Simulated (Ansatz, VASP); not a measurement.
## Two plane-wave programs on MnS

```
Mn S
1.0
     0.00000    2.58702    2.58702
     2.58702    0.00000    2.58702
     2.58702    2.58702    0.00000
Mn S
1 1
Direct
  0.00000 0.00000 0.00000
  0.50000 0.50000 0.50000
```

Alike in both runs: task single point; functional r2SCAN; dispersion D4; k mesh 9 × 9 × 9; occupations fermi-dirac, width 0.05 eV; collinear spin.

```csv
,VASP,Ansatz
version,VASP 6.6.1,Ansatz 0.2.0
potentials or method,"VASP PAW PBE potentials, release 64 (Mn_pv, S)",Ansatz PAW
plane-wave cutoff (eV),520,500
valence electrons in the cell,19,21
```

```tsv
	VASP	Ansatz	Ansatz less VASP
gap on the k mesh at the Fermi level (eV)	none	none	-
pressure (GPa)	0.8	0.8	+0.01
net moment per atom (μB)	2.48	2.48	-0.001
size of the moment on the site where the two differ most (μB)	4.48	4.42	-0.055
```

VASP's potentials were made for PBE, not for r2SCAN. Site moments also hang on the region over which each program counts them. A gap of «none» marks a metal or a gap that the smearing closes. VASP's potentials hold 19 valence electrons a cell and Ansatz's 21, so a difference there can come from the potentials and not from the codes.

Noted on Ansatz's run: the magnetic or orbital state may not be the lowest.
